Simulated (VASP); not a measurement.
# MgCd2Se3 (P3m1) in VASP: further runs, part 2 of 2

VASP 6.6.1. Earlier steps stand in the parts before.

### 3 Relaxation of cell and atoms, PBE

This run uses another cell than the first one, of 24.96 Å³/atom.

Input file INCAR:

```
  ALGO = Normal
  EDIFF = 1E-6
  EDIFFG = -0.04
  ENCUT = 600
  GGA = PE
  IBRION = 2
  ISIF = 3
  ISMEAR = 0
  LASPH = T
  LCHARG = F
  LREAL = F
  LWAVE = F
  NELM = 60
  NSW = 90
  PREC = Accurate
  SIGMA = 0.1
```

Input file KPOINTS:

```
k-points
0
Gamma
  6 6 2
```

Input file POSCAR:

```
MgCd2Se3
1.0
    4.1330215600      0.0000000000      0.0000000000
   -2.0665107800      3.5793016600      0.0000000000
    0.0000000000      0.0000000000     10.1237939100
Mg Cd Se
1 2 3
Direct
    0.3333333300      0.6666666700      0.6666666700
    0.0000000000      0.0000000000      0.0000000000
    0.6666666700      0.3333333300      0.3333333300
    0.0000000000      0.0000000000      0.7500000000
    0.3333333300      0.6666666700      0.4166666700
    0.6666666700      0.3333333300      0.0833333300
```

Potentials or basis: VASP PAW PBE potentials, release 64 (Mg, Cd, Se).

Started as:

```console
$ cat potpaw_PBE.64/Mg/POTCAR potpaw_PBE.64/Cd/POTCAR potpaw_PBE.64/Se/POTCAR > POTCAR
$ mpirun -np 1 vasp_std > vasp.out
```

OUTCAR:

```text
EDIFF = 1E-6
   EDIFFG = -0.04
   ENCUT = 600
   GGA = PE
   IBRION = 2
   ISIF = 3
   ISMEAR = 0
   LASPH = T
   LREAL = F
   NELM = 60
   NSW = 90
   PREC = Accurate

 ion  position               nearest neighbor table
   1  0.333  0.667  0.667-   4 2.53   4 2.53   5 2.53   4 2.53
   2  0.000  0.000  0.000-   6 2.53   6 2.53   4 2.53   6 2.53
   3  0.667  0.333  0.333-   5 2.53   6 2.53   5 2.53   5 2.53
   4  0.000  0.000  0.750-   1 2.53   1 2.53   2 2.53   1 2.53
   5  0.333  0.667  0.417-   3 2.53   1 2.53   3 2.53   3 2.53
   6  0.667  0.333  0.083-   2 2.53   2 2.53   3 2.53   2 2.53

  LATTYP: Found a hexagonal cell.
 ALAT       =     4.1330215600
 C/A-ratio  =     2.4494897409

  Lattice vectors:

 A1 = (   4.1330215600,   0.0000000000,   0.0000000000)
 A2 = (  -2.0665107800,   3.5793016600,   0.0000000000)
 A3 = (   0.0000000000,   0.0000000000,  10.1237939100)

Analysis of symmetry for initial positions (statically):
=====================================================================
 Subroutine PRICEL returns:
 Original cell was already a primitive cell.

 Routine SETGRP: Setting up the symmetry group for a
 hexagonal supercell.

 Subroutine GETGRP returns: Found  6 space group operations
 (whereof  6 operations were pure point group operations)
 out of a pool of 24 trial point group operations.

The static configuration has the point symmetry C_3v.

Analysis of symmetry for dynamics (positions and initial velocities):
=====================================================================
 Subroutine PRICEL returns:
 Original cell was already a primitive cell.

 Routine SETGRP: Setting up the symmetry group for a
 hexagonal supercell.

 Subroutine GETGRP returns: Found  6 space group operations
 (whereof  6 operations were pure point group operations)
 out of a pool of 24 trial point group operations.

The dynamic configuration has the point symmetry C_3v.

 Subroutine INISYM returns: Found  6 space group operations
 (whereof  6 operations are pure point group operations),
[... 102 lines left out ...]
   TEBEG  =    0.0;   TEEND  =   0.0 temperature during run
   PSTRESS=    0.0 pullay stress
   NELECT =      44.0000    total number of electrons
   NUPDOWN=      -1.0000    fix difference up-down
   EMIN   =  10.00;   EMAX   =-10.00  energy-range for DOS
   EFERMI =   0.00;   METHOD = LEGACY
   ISMEAR =     0;   SIGMA  =   0.10  broadening in eV -4-tet -1-fermi 0-gaus
   EFERMI_NEDOS =   21; number of points for ismear=-14 and -15
   IALGO  =     38    algorithm
   IMIX   =      4    mixing-type and parameters
     AMIX     =   0.40;   BMIX     =  1.00
     AMIX_MAG =   1.60;   BMIX_MAG =  1.00
  volume/ion in A,a.u.               =      24.96       168.44
  Fermi-wavevector in a.u.,A,eV,Ry     =   1.088318  2.056624 16.115243  1.184437
  Thomas-Fermi vector in A             =   2.224497
   LORBIT       =      0    0 simple, 1 ext, 2 COOP (PROOUT), +10 PAW based schemes
   GGA     = PE    functional components
   LHFCALC =     F    Hartree Fock is set to
   AEXX    =    0.0000 exact exchange contribution
   IVDW    =     0    specifies the selected vdW correction
   LEPSILON=     F    determine dielectric tensor
   LRPA    =     F    only Hartree local field effects (RPA)
 conjugate gradient relaxation of ions
 non-spin polarized calculation
 Gauss-broadening in eV      SIGMA  =   0.10
  energy-cutoff  :      600.00
  volume of cell :      149.76
 maximum number of plane-waves:      5032
 NGX is ok and might be reduce to    36
   NGX = 17   NGY = 17   NGZ = 41

--------------------------------------- Ionic step        1  -------------------------------------------

 number of electron      43.9999995 magnetization

 Free energy of the ion-electron system (eV)
  ---------------------------------------------------
  ext. energy  EPLUGINS =         0.00000000
  ---------------------------------------------------
  free energy    TOTEN  =       -17.82354359 eV

  energy without entropy =      -17.82354359  energy(sigma->0) =      -17.82354359

------------------------ aborting loop because EDIFF is reached ----------------------------------------

  FORCE on cell =-STRESS in cart. coord.  units (eV):
  Direction    XX          YY          ZZ          XY          YZ          ZX
  --------------------------------------------------------------------------------------
  -------------------------------------------------------------------------------------
  Total        8.9014444      8.9014444      8.7929580     -0.0000000     -0.0000000      0.0000000
  in kB       95.2273715     95.2273712     94.0667873     -0.0000000     -0.0000000      0.0000000
  external PRESSURE =      94.8405100 kB  Pullay stress =       0.0000000 kB
[... 307 lines left out ...]
--------------------------------------- Ionic step        9  -------------------------------------------

 number of electron      44.0000005 magnetization

 Free energy of the ion-electron system (eV)
  ---------------------------------------------------
  ext. energy  EPLUGINS =         0.00000000
  ---------------------------------------------------
  free energy    TOTEN  =       -18.48557126 eV

  energy without entropy =      -18.48557126  energy(sigma->0) =      -18.48557126

 E-fermi :   1.0864     XC(G=0):  -8.4608

 val. band max:        0.6428889510   @ k =   0.0000   0.0000   0.0000
 cond. band min:       1.5941780265   @ k =   0.0000   0.0000   0.0000
 fundamental gap:      0.9512890755
 Fermi energy:         1.0863570206

 k-point     1 :       0.0000    0.0000    0.0000
  band No.  band energies     occupation
      1     -11.5414      2.00000
      2     -11.3161      2.00000
      3     -11.1433      2.00000
      4      -7.0207      2.00000
      5      -7.0207      2.00000
      6      -6.9697      2.00000
[... 428 lines left out ...]
  FREE ENERGIE OF THE ION-ELECTRON SYSTEM (eV)
  ---------------------------------------------------
  free  energy   TOTEN  =       -18.4855712550 eV

  energy  without entropy=      -18.4855712550  energy(sigma->0) =      -18.48557126

 reached required accuracy - stopping structural energy minimisation
```

CONTCAR:

```text
MgCd2Se3
   1.00000000000000
     4.3389443880342524    0.0000000000000000   -0.0000000000000000
    -2.1694721940171262    3.7576360595063623   -0.0000000000000000
    -0.0000000000000000   -0.0000000000000000   10.6145510355611634
  Mg              Cd              Se
     1     2     3
Direct
     0.3333333300000021    0.6666666699999979    0.6690283854776869
     0.0000000000000000    0.0000000000000000    0.9954954645315195
     0.6666666699999979    0.3333333300000021    0.3361012071503001
     0.0000000000000000    0.0000000000000000    0.7418682634971769
     0.3333333300000021    0.6666666699999979    0.4242125607395235
     0.6666666699999979    0.3333333300000021    0.0832941186037930

  0.00000000E+00  0.00000000E+00  0.00000000E+00
  0.00000000E+00  0.00000000E+00  0.00000000E+00
  0.00000000E+00  0.00000000E+00  0.00000000E+00
  0.00000000E+00  0.00000000E+00  0.00000000E+00
  0.00000000E+00  0.00000000E+00  0.00000000E+00
  0.00000000E+00  0.00000000E+00  0.00000000E+00
```

It took 3.9 min on 1 thread of Intel Xeon 6975P-C (Granite Rapids), shared host; peak memory 0.37 GiB.

What came out:

- Free energy: -18.4856 eV
- Relaxed volume: 28.84 Å³/atom
- Relaxed cell: a = 4.339 Å, b = 4.339 Å, c = 10.615 Å, α = 90.00°, β = 90.00°, γ = 120.00°
- Space group after relaxing (to 0.1 Å): P3m1 (No. 156)
- Energy gained by relaxing: 110.3 meV/atom
- Ionic steps: 9
- Pressure after relaxing: 0.0 GPa
- Largest force after relaxing: 0.026 eV/Å
- Band gap on the k mesh: 0.95 eV

Forces on the atoms (eV/Å):
```
Mg   0.000  0.000 -0.007
Cd   0.000  0.000 -0.026
Cd   0.000  0.000 -0.005
Se   0.000  0.000  0.013
Se   0.000  0.000  0.008
Se   0.000  0.000  0.018
```

The path:
```csv
step,energy change (eV),largest force (eV/Å),pressure (GPa),volume (Å³)
1,0.0000,0.7947,9.48,149.76
2,-0.5677,0.1404,-2.32,184.13
3,-0.6434,0.2508,-0.03,173.83
4,-0.6434,0.2434,-0.16,174.33
5,-0.6496,0.1792,-0.13,174.12
6,-0.6590,0.1384,-0.03,173.48
7,-0.6593,0.1394,-0.01,173.36
8,-0.6618,0.0620,0.03,173.15
9,-0.6620,0.0264,0.05,173.06
```

Final structure:
```
CELL_PARAMETERS angstrom
4.33894 0.00000 0.00000
-2.16947 3.75764 0.00000
0.00000 0.00000 10.61455
ATOMIC_POSITIONS crystal
Mg 0.33333 0.66667 0.66903
Cd 0.00000 0.00000 0.99550
Cd 0.66667 0.33333 0.33610
Se 0.00000 0.00000 0.74187
Se 0.33333 0.66667 0.42421
Se 0.66667 0.33333 0.08329
```

Levels at points of the mesh, in eV from the valence-band top:
```tsv
k point	band 19	band 20	band 21	band 22	band 23	band 24	band 25	band 26
(0.00, 0.00, 0.00)	-0.38	-0.12	0.00	0.00	0.95	2.56	3.16	6.05
(0.50, 0.00, 0.00)	-1.48	-1.33	-1.03	-0.84	3.14	3.42	3.60	4.19
(0.00, 0.00, 0.50)	-0.32	-0.32	-0.06	-0.06	1.97	2.23	3.08	5.67
(0.50, 0.00, 0.50)	-1.52	-1.32	-0.70	-0.66	2.64	3.63	3.78	4.42
```

Caveat: the volume moved by over 15 % at a fixed basis, so the end points are rough.

### 4 Relaxation of cell and atoms, PBE

Input file INCAR:

```
ALGO = Normal ; EDIFF = 1E-6
EDIFFG = -0.01 ; ENCUT = 600
GGA = PE ; IBRION = 2
ISIF = 3 ; ISMEAR = 0
LASPH = True ; LCHARG = False
LREAL = False ; LWAVE = False
NELM = 80 ; NSW = 100
PREC = Accurate ; SIGMA = 0.02
```

Input file KPOINTS:

```
k-points
0
Gamma
  6 6 4
```

Input file POSCAR:

```
MgCd2Se3
1.0
    4.3422178411      0.0000000000      0.0000000000
   -2.1711089205      3.7604709591      0.0000000000
    0.0000000000      0.0000000000     10.5942141168
Mg Cd Se
1 2 3
Direct
    0.3333333333      0.6666666667      0.6685282204
    0.0000000000      0.0000000000      0.9962329880
    0.6666666667      0.3333333333      0.3361162833
    0.0000000000      0.0000000000      0.7426345840
    0.3333333333      0.6666666667      0.4231789655
    0.6666666667      0.3333333333      0.0833089588
```

Started as:

```console
$ cat potpaw_PBE.64/Mg/POTCAR potpaw_PBE.64/Cd/POTCAR potpaw_PBE.64/Se/POTCAR > POTCAR
$ mpirun -np 1 vasp_std > vasp.out
```

It took 3.9 min on 1 thread of Intel Xeon 6975P-C (Granite Rapids), shared host; peak memory 0.44 GiB.

The run converged. Its results:

```
Free energy                           : -18.4911 eV
Relaxed volume                        : 28.87 Å³/atom
Relaxed cell                          : a = 4.342 Å, b = 4.342 Å, c = 10.609 Å, α = 90.00°, β = 90.00°, γ = 120.00°
Space group after relaxing (to 0.1 Å) : P3m1 (No. 156)
Energy gained by relaxing             : 0.1 meV/atom
Ionic steps                           : 7
Pressure after relaxing               : 0.0 GPa
Largest force after relaxing          : 0.004 eV/Å
Band gap on the k mesh                : 0.95 eV
```

Forces on the atoms (eV/Å):
```
Mg   0.000  0.000  0.000
Cd   0.000  0.000 -0.002
Cd   0.000  0.000  0.004
Se   0.000  0.000  0.002
Se   0.000  0.000 -0.002
Se   0.000  0.000 -0.002
```

The path:
```
step  energy change (eV)  largest force (eV/Å)  pressure (GPa)  volume (Å³)
   1              0.0000                0.0518            0.07       172.99
   2             -0.0003                0.0372           -0.02       173.31
   3             -0.0004                0.0292           -0.08       173.51
   4             -0.0006                0.0260           -0.03       173.32
   5             -0.0007                0.0223            0.02       173.13
   6             -0.0008                0.0104            0.00       173.19
   7             -0.0008                0.0036           -0.01       173.23
```

Final structure:
```
CELL_PARAMETERS angstrom
4.34211 0.00000 0.00000
-2.17106 3.76038 0.00000
0.00000 0.00000 10.60921
ATOMIC_POSITIONS crystal
Mg 0.33333 0.66667 0.66903
Cd 0.00000 0.00000 0.99522
Cd 0.66667 0.33333 0.33619
Se 0.00000 0.00000 0.74182
Se 0.33333 0.66667 0.42431
Se 0.66667 0.33333 0.08343
```

Levels at points of the mesh, in eV from the valence-band top:
```tsv
k point	band 20	band 21	band 22	band 23	band 24	band 25
(0.00, 0.00, 0.00)	-0.12	0.00	0.00	0.95	2.55	3.15
(0.50, 0.00, 0.00)	-1.33	-1.03	-0.84	3.14	3.42	3.60
(0.00, 0.00, 0.50)	-0.32	-0.06	-0.06	1.97	2.23	3.07
(0.50, 0.00, 0.50)	-1.32	-0.70	-0.66	2.64	3.63	3.78
```

### 5 Summary

| task | cell | k mesh | cutoff (eV) | smearing | gap on the mesh (eV) | pressure (GPa) | relaxed volume (Å³/atom) | largest force (eV/Å) |
| --- | --- | --- | --- | --- | --- | --- | --- | --- |
| single point | a = 4.338, b = 4.338, c = 10.596 Å, angles 90.0, 90.0, 120.0°, 6 atoms, atomic positions A | 6 × 6 × 4 | 520 | gaussian 0.02 eV | 0.96 | 0.2 | - | 0.03 |
| relaxation of cell and atoms | relaxed from a = 4.133, b = 4.133, c = 10.124 Å, angles 90.0, 90.0, 120.0°, 6 atoms, atomic positions B | 6 × 6 × 2 | 600 | gaussian 0.1 eV | 0.95 | 0.0 | 28.84 | 0.03 |
| relaxation of cell and atoms | relaxed from a = 4.342, b = 4.342, c = 10.594 Å, angles 90.0, 90.0, 120.0°, 6 atoms, atomic positions C | 6 × 6 × 4 | 600 | gaussian 0.02 eV | 0.95 | 0.0 | 28.87 | - |

Alike in all rows: level PBE; potentials or basis VASP PAW PBE potentials, release 64 (Mg, Cd, Se); no spin polarisation.

Caveats: the volume moved by over 15 % at a fixed basis, so the end points are rough (at least some runs).

Total energies depend on the potentials used, so only differences within one code and one set of settings carry meaning.
